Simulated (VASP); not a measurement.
# Ga (Cmcm) in VASP: further runs

Ga is run at these levels: LDA; tasks: electric field gradients.

All numbers are computed with VASP 6.6.1; they aren't measurements. Logs are shortened: lines on timing, memory, paths and dates and some standing lists are left out, and cuts for length are marked.

**1. The cell of the first run**

The structure is orthorhombic, space group Cmcm (No. 63). The conventional cell has a = 2.881 Å, b = 8.075 Å, c = 3.149 Å, α = 90.00°, β = 90.00°, γ = 90.00°. Within 3.5 Å of Ga (site symmetry m2m) lie 10 Ga at 2.66 to 3.15 Å.

**2. Electric field gradients, LDA (18.31 Å³/atom)**

INCAR reads:

```
SYSTEM = Ga
  PREC = Accurate
  ENCUT = 520
  EDIFF = 1E-8
  ISMEAR = -1
  SIGMA = 0.08
  LREAL = .False.
  LASPH = .True.
  NELM = 80
  ALGO = Normal
  ISIF = 2
  LWAVE = .False.
  LCHARG = .False.
  LEFG = .True.
  NBANDS = 20
```

KPOINTS reads:

```
Automatic mesh
0
Gamma
  12 12 10
  0 0 0
```

POSCAR reads:

```
Ga
1.0
    1.4402681632     -4.0377172988      0.0000000000
    1.4402681632      4.0377172988      0.0000000000
    0.0000000000      0.0000000000      3.1487241912
Ga
2
Direct
    0.8670000000      0.1330000000      0.2500000000
    0.1330000000      0.8670000000      0.7500000000
```

Potentials or basis: VASP PAW LDA potentials, release 64 (Ga_d).

The run is started by

```sh
$ cat potpaw_LDA.64/Ga_d/POTCAR > POTCAR
$ mpirun -np 1 vasp_std > vasp.out
```

OUTCAR:

```text
SYSTEM = Ga
   PREC = Accurate
   ENCUT = 520
   EDIFF = 1E-8
   ISMEAR = -1
   LREAL = .False.
   LASPH = .True.
   NELM = 80
   ISIF = 2

 ion  position               nearest neighbor table
   1  0.867  0.133  0.250-   2 2.66   2 2.66   2 2.85   2 2.85   2 2.85   2 2.85
   2  0.133  0.867  0.750-   1 2.66   1 2.66   1 2.85   1 2.85   1 2.85   1 2.85

  LATTYP: Found a base centered orthorhombic cell.
 ALAT       =     2.8805363264
 B/A-ratio  =     2.8034482758
 C/A-ratio  =     1.0931034483

  Lattice vectors:

 A1 = (   1.4402681632,  -4.0377172988,   0.0000000000)
 A2 = (   1.4402681632,   4.0377172988,   0.0000000000)
 A3 = (   0.0000000000,   0.0000000000,   3.1487241912)

Analysis of symmetry for initial positions (statically):
=====================================================================
 Subroutine PRICEL returns:
 Original cell was already a primitive cell.

 Routine SETGRP: Setting up the symmetry group for a
 base centered orthorhombic supercell.

 Subroutine GETGRP returns: Found  8 space group operations
 (whereof  4 operations were pure point group operations)
 out of a pool of  8 trial point group operations.

The static configuration has the point symmetry C_2h.
 The point group associated with its full space group is D_2h.

Analysis of symmetry for dynamics (positions and initial velocities):
=====================================================================
 Subroutine PRICEL returns:
 Original cell was already a primitive cell.

 Routine SETGRP: Setting up the symmetry group for a
 base centered orthorhombic supercell.

 Subroutine GETGRP returns: Found  8 space group operations
 (whereof  4 operations were pure point group operations)
 out of a pool of  8 trial point group operations.

The dynamic configuration has the point symmetry C_2h.
 The point group associated with its full space group is D_2h.

 Subroutine INISYM returns: Found  8 space group operations
 (whereof  4 operations are pure point group operations),
 and found     1 'primitive' translations

----------------------------------------------------------------------------------------

                                     Primitive cell

  volume of cell :      36.6222

[... 121 lines left out ...]
  volume of cell :       36.62
 maximum number of plane-waves:      1008
   NGX = 15   NGY = 15   NGZ = 11

 number of electron      25.9999991 magnetization

 Free energy of the ion-electron system (eV)
  ---------------------------------------------------
  ext. energy  EPLUGINS =         0.00000000
  ---------------------------------------------------
  free energy    TOTEN  =        -7.12416484 eV

  energy without entropy =       -7.10741026  energy(sigma->0) =       -7.11578755

 E-fermi :   5.6010     XC(G=0): -11.4349

 val. band max:        5.5801131089   @ k =   0.3333   0.0833   0.5000
 cond. band min:       5.6085069575   @ k =   0.1667   0.0000   0.1000
 fundamental gap:      0.0283938486
 Fermi energy:         5.6009913524

 k-point     1 :       0.0000    0.0000    0.0000
  band No.  band energies     occupation
      1      -9.7225      2.00000
      2      -9.6968      2.00000
      3      -9.6234      2.00000
      4      -9.6093      2.00000
      5      -9.4085      2.00000
      6      -9.3912      2.00000
[... 541 lines left out ...]
     19      16.4323      0.00000
     20      18.4167      0.00000

 [... further k-points ...]

------------------------ aborting loop because EDIFF is reached ----------------------------------------

  FORCE on cell =-STRESS in cart. coord.  units (eV):
  Direction    XX          YY          ZZ          XY          YZ          ZX
  --------------------------------------------------------------------------------------
  -------------------------------------------------------------------------------------
  Total       -1.1492663     -0.4470848     -0.3258741      0.0000000      0.0000000      0.0000000
  in kB      -50.2790864    -19.5594503    -14.2566206      0.0000000      0.0000000      0.0000000
  external PRESSURE =     -28.0317191 kB  Pullay stress =       0.0000000 kB

 VOLUME and BASIS-vectors are now :
 -----------------------------------------------------------------------------
  energy-cutoff  :      520.00
  volume of cell :       36.62
      direct lattice vectors                 reciprocal lattice vectors
     1.440268163 -4.037717299  0.000000000     0.347157573 -0.123832345  0.000000000
     1.440268163  4.037717299  0.000000000     0.347157573  0.123832345  0.000000000
     0.000000000  0.000000000  3.148724191     0.000000000  0.000000000  0.317588947

 POSITION                                       TOTAL-FORCE (eV/Angst)
 -----------------------------------------------------------------------------------
      1.44027     -2.96368      0.78718         0.000000      0.191510     -0.000000
      1.44027      2.96368      2.36154         0.000000     -0.191510      0.000000
 -----------------------------------------------------------------------------------
    total drift:                                0.000000      0.000000     -0.000000

  FREE ENERGIE OF THE ION-ELECTRON SYSTEM (eV)
  ---------------------------------------------------
  free  energy   TOTEN  =        -7.1241648350 eV

  energy  without entropy=       -7.1074102648  energy(sigma->0) =       -7.11578755

 Electric field gradients (V/A^2)
---------------------------------------------------------------------
 ion       V_xx      V_yy      V_zz      V_xy      V_xz      V_yz
---------------------------------------------------------------------
   1      10.628   -28.070    17.443    -0.000     0.000    -0.000
   2      10.628   -28.070    17.443     0.000     0.000     0.000
---------------------------------------------------------------------

 Electric field gradients after diagonalization (V/A^2)
 (convention: |V_zz| > |V_xx| > |V_yy|)
----------------------------------------------------------------------
 ion       V_xx      V_yy      V_zz     asymmetry (V_yy - V_xx)/ V_zz
----------------------------------------------------------------------
   1      17.443    10.628   -28.070       0.243
   2      17.443    10.628   -28.070       0.243
----------------------------------------------------------------------

           NMR quadrupolar parameters

 Cq : quadrupolar parameter    Cq=e*Q*V_zz/h
 eta: asymmetry parameters     (V_yy - V_xx)/ V_zz
 Q  : nuclear electric quadrupole moment in mb (millibarn)
----------------------------------------------------------------------
 ion       Cq(MHz)       eta       Q (mb)
----------------------------------------------------------------------
   1      -0.068       0.243       1.000
   2      -0.068       0.243       1.000
----------------------------------------------------------------------
```

stdout:

```text
POSCAR found type information on POSCAR Ga
 POSCAR found :  1 types and       2 ions
 scaLAPACK will be used
 LDA part: xc-table for (Slater(with rela. corr.)+CA(PZ))
 , standard interpolation
 POSCAR, INCAR and KPOINTS ok, starting setup
 FFT: planning ... GRIDC
 FFT: planning ... GRID_SOFT
 FFT: planning ... GRID
 WAVECAR not read
 entering main loop
ion   1

ion   2
```

Wall time 72 s (1 thread of AMD EPYC 9R45 (Zen 5), shared host); peak memory 0.23 GiB.

What came out:

```yaml
Free_energy: -7.1242 eV
Pressure: -2.8 GPa
Largest_force: 0.192 eV/Å
Band_gap_on_the_k_mesh: zero (bands 13 and 14 overlap by 9.46 eV)
Largest_electric_field_gradient_by_atom: Ga -28.1 V/Å²
```

Forces in eV/Å, atoms in the order of the input:
```
Ga   0.000  0.192  0.000
Ga   0.000 -0.192  0.000
```

Electric field gradients, principal values (V/Å²):
```
atom   least  middle  greatest (by size)
1 Ga  10.628  17.443             -28.070
2 Ga  10.628  17.443             -28.070
```

Caveat: without QUAD_EFG the Cq values of the log hold for a quadrupole moment of 1 mb, not for the nuclei.

**3. Electric field gradients, LDA (18.87 Å³/atom)**

This run uses another cell than the first one, of 18.87 Å³/atom.

INCAR reads:

```
ALGO = Normal
EDIFF = 1E-8
ENCUT = 520
GGA = CA
ISIF = 2
ISMEAR = -1
LASPH = T
LCHARG = F
LEFG = T
LREAL = F
LWAVE = F
NBANDS = 20
NELM = 100
PREC = Accurate
SIGMA = 0.08
```

KPOINTS reads:

```
k-points
0
Gamma
  12 12 10
```

POSCAR reads:

```
Ga
1.0
    1.4548173111     -4.0785050826      0.0000000000
    1.4548173111      4.0785050826      0.0000000000
    0.0000000000      0.0000000000      3.1805316388
Ga
2
Direct
    0.8670000000      0.1330000000      0.2500000000
    0.1330000000      0.8670000000      0.7500000000
```

Potentials or basis: VASP PAW LDA potentials, release 64 (Ga_d).

The run is started by

```sh
$ cat potpaw_LDA.64/Ga_d/POTCAR > POTCAR
$ mpirun -np 1 vasp_std > vasp.out
```

OUTCAR:

```text
EDIFF = 1E-8
   ENCUT = 520
   GGA = CA
   ISIF = 2
   ISMEAR = -1
   LASPH = T
   LREAL = F
   NELM = 100
   PREC = Accurate

 ion  position               nearest neighbor table
   1  0.867  0.133  0.250-   2 2.69   2 2.69   2 2.88   2 2.88   2 2.88   2 2.88
   2  0.133  0.867  0.750-   1 2.69   1 2.69   1 2.88   1 2.88   1 2.88   1 2.88

  LATTYP: Found a base centered orthorhombic cell.
 ALAT       =     2.9096346222
 B/A-ratio  =     2.8034482759
 C/A-ratio  =     1.0931034483

  Lattice vectors:

 A1 = (   1.4548173111,  -4.0785050826,   0.0000000000)
 A2 = (   1.4548173111,   4.0785050826,   0.0000000000)
 A3 = (   0.0000000000,   0.0000000000,   3.1805316388)

Analysis of symmetry for initial positions (statically):
=====================================================================
 Subroutine PRICEL returns:
 Original cell was already a primitive cell.

 Routine SETGRP: Setting up the symmetry group for a
 base centered orthorhombic supercell.

 Subroutine GETGRP returns: Found  8 space group operations
 (whereof  4 operations were pure point group operations)
 out of a pool of  8 trial point group operations.

The static configuration has the point symmetry C_2h.
 The point group associated with its full space group is D_2h.

Analysis of symmetry for dynamics (positions and initial velocities):
=====================================================================
 Subroutine PRICEL returns:
 Original cell was already a primitive cell.

 Routine SETGRP: Setting up the symmetry group for a
 base centered orthorhombic supercell.

 Subroutine GETGRP returns: Found  8 space group operations
[... 157 lines left out ...]

 k-point     1 :       0.0000    0.0000    0.0000
  band No.  band energies     occupation
      1      -9.9577      2.00000
      2      -9.9369      2.00000
      3      -9.8685      2.00000
      4      -9.8522      2.00000
      5      -9.6683      2.00000
      6      -9.6534      2.00000
[... 541 lines left out ...]
     19      15.8620      0.00000
     20      17.8846      0.00000

 [... further k-points ...]

------------------------ aborting loop because EDIFF is reached ----------------------------------------

  FORCE on cell =-STRESS in cart. coord.  units (eV):
  Direction    XX          YY          ZZ          XY          YZ          ZX
  --------------------------------------------------------------------------------------
  -------------------------------------------------------------------------------------
  Total       -1.4494935     -0.7962172     -0.7064095      0.0000000      0.0000000      0.0000000
  in kB      -61.5301060    -33.7989292    -29.9866501      0.0000000      0.0000000      0.0000000
  external PRESSURE =     -41.7718951 kB  Pullay stress =       0.0000000 kB

 VOLUME and BASIS-vectors are now :
 -----------------------------------------------------------------------------
  energy-cutoff  :      520.00
  volume of cell :       37.74
      direct lattice vectors                 reciprocal lattice vectors
     1.454817311 -4.078505083  0.000000000     0.343685765 -0.122593938  0.000000000
     1.454817311  4.078505083  0.000000000     0.343685765  0.122593938  0.000000000
     0.000000000  0.000000000  3.180531639     0.000000000  0.000000000  0.314412845

 POSITION                                       TOTAL-FORCE (eV/Angst)
 -----------------------------------------------------------------------------------
      1.45482     -2.99362      0.79513         0.000000      0.175188     -0.000000
      1.45482      2.99362      2.38540         0.000000     -0.175188      0.000000
 -----------------------------------------------------------------------------------
    total drift:                                0.000000      0.000000     -0.000000

  FREE ENERGIE OF THE ION-ELECTRON SYSTEM (eV)
  ---------------------------------------------------
  free  energy   TOTEN  =        -7.0997341683 eV

  energy  without entropy=       -7.0824148999  energy(sigma->0) =       -7.09107453

 Electric field gradients (V/A^2)
---------------------------------------------------------------------
 ion       V_xx      V_yy      V_zz      V_xy      V_xz      V_yz
---------------------------------------------------------------------
   1      10.597   -27.322    16.725    -0.000     0.000    -0.000
   2      10.597   -27.322    16.725     0.000     0.000     0.000
---------------------------------------------------------------------

 Electric field gradients after diagonalization (V/A^2)
 (convention: |V_zz| > |V_xx| > |V_yy|)
----------------------------------------------------------------------
 ion       V_xx      V_yy      V_zz     asymmetry (V_yy - V_xx)/ V_zz
----------------------------------------------------------------------
   1      16.725    10.597   -27.322       0.224
   2      16.725    10.597   -27.322       0.224
----------------------------------------------------------------------

           NMR quadrupolar parameters

 Cq : quadrupolar parameter    Cq=e*Q*V_zz/h
 eta: asymmetry parameters     (V_yy - V_xx)/ V_zz
 Q  : nuclear electric quadrupole moment in mb (millibarn)
----------------------------------------------------------------------
 ion       Cq(MHz)       eta       Q (mb)
----------------------------------------------------------------------
   1      -0.066       0.224       1.000
   2      -0.066       0.224       1.000
----------------------------------------------------------------------
```

OSZICAR:

```text
N       E                     dE             d eps       ncg     rms          rms(c)
DAV:   1     0.131686106045E+03    0.13169E+03   -0.13225E+04 10880   0.245E+03
DAV:   2     0.467961317808E+01   -0.12701E+03   -0.12385E+03 10628   0.385E+02
DAV:   3    -0.698914772163E+01   -0.11669E+02   -0.11597E+02 11644   0.954E+01
DAV:   4    -0.717166412654E+01   -0.18252E+00   -0.18241E+00 11764   0.132E+01
DAV:   5    -0.717469315784E+01   -0.30290E-02   -0.30289E-02 11744   0.168E+00    0.138E+00
DAV:   6    -0.711525829171E+01    0.59435E-01   -0.10076E-01 14100   0.514E+00    0.683E-01
DAV:   7    -0.710126011690E+01    0.13998E-01   -0.17488E-02 14744   0.172E+00    0.188E-01
DAV:   8    -0.709972779349E+01    0.15323E-02   -0.24032E-03 11504   0.672E-01    0.166E-02
DAV:   9    -0.709973464059E+01   -0.68471E-05   -0.84745E-05 11988   0.975E-02    0.577E-03
DAV:  10    -0.709973418646E+01    0.45412E-06   -0.58304E-06 12056   0.304E-02    0.128E-03
DAV:  11    -0.709973417387E+01    0.12597E-07   -0.41352E-07 12240   0.771E-03    0.476E-04
DAV:  12    -0.709973416830E+01    0.55697E-08   -0.51198E-08 11880   0.297E-03
   1 F= -.70997342E+01 E0= -.70910745E+01  d E =-.173193E-01
```

stdout:

```text
POSCAR found type information on POSCAR Ga
 POSCAR found :  1 types and       2 ions
 scaLAPACK will be used
 LDA part: xc-table for (Slater(with rela. corr.)+CA(PZ))
 , standard interpolation
 POSCAR, INCAR and KPOINTS ok, starting setup
 FFT: planning ... GRIDC
 FFT: planning ... GRID_SOFT
 FFT: planning ... GRID
 WAVECAR not read
 entering main loop
ion   1

ion   2
```

Run time: 66 s. Hardware: 1 thread of AMD EPYC 9R45 (Zen 5), shared host; peak memory 0.23 GiB.

What came out:

- Free energy: -7.0997 eV
- Pressure: -4.2 GPa
- Largest force: 0.175 eV/Å
- Band gap on the k mesh: zero (bands 13 and 14 overlap by 9.21 eV)
- Largest electric field gradient by atom: Ga -27.3 V/Å²

Forces in eV/Å, atoms in the order of the input:
```
Ga   0.000  0.175  0.000
Ga   0.000 -0.175  0.000
```

Levels at points of the mesh, in eV from the Fermi level:
| k point | band 11 | band 12 | band 13 | band 14 | band 15 | band 16 |
| --- | --- | --- | --- | --- | --- | --- |
| (0.00, 0.00, 0.00) | -11.17 | -2.23 | -1.68 | 2.84 | 6.63 | 7.70 |
| (0.50, 0.00, 0.00) | -6.72 | -5.37 | -1.73 | -0.47 | 6.35 | 6.58 |
| (0.50, 0.50, 0.00) | -9.16 | -8.53 | 5.05 | 5.69 | 5.77 | 6.94 |
| (0.00, 0.00, 0.50) | -7.38 | -7.38 | 1.85 | 1.85 | 2.44 | 2.44 |
| (0.50, 0.00, 0.50) | -3.10 | -3.10 | -1.59 | -1.59 | 1.84 | 1.84 |
| (0.50, 0.50, 0.50) | -5.62 | -5.62 | -4.16 | -4.16 | 9.42 | 9.42 |

Electric field gradients, principal values (V/Å²):
```csv
atom,least,middle,greatest (by size)
1 Ga,10.597,16.725,-27.322
2 Ga,10.597,16.725,-27.322
```

Caveat: the cell stands under tension; without QUAD_EFG the Cq values of the log hold for a quadrupole moment of 1 mb, not for the nuclei.

(Part 1 of 2 ends here.)

The gap in the log of VASP goes by the Fermi energy; the results here count the filled bands.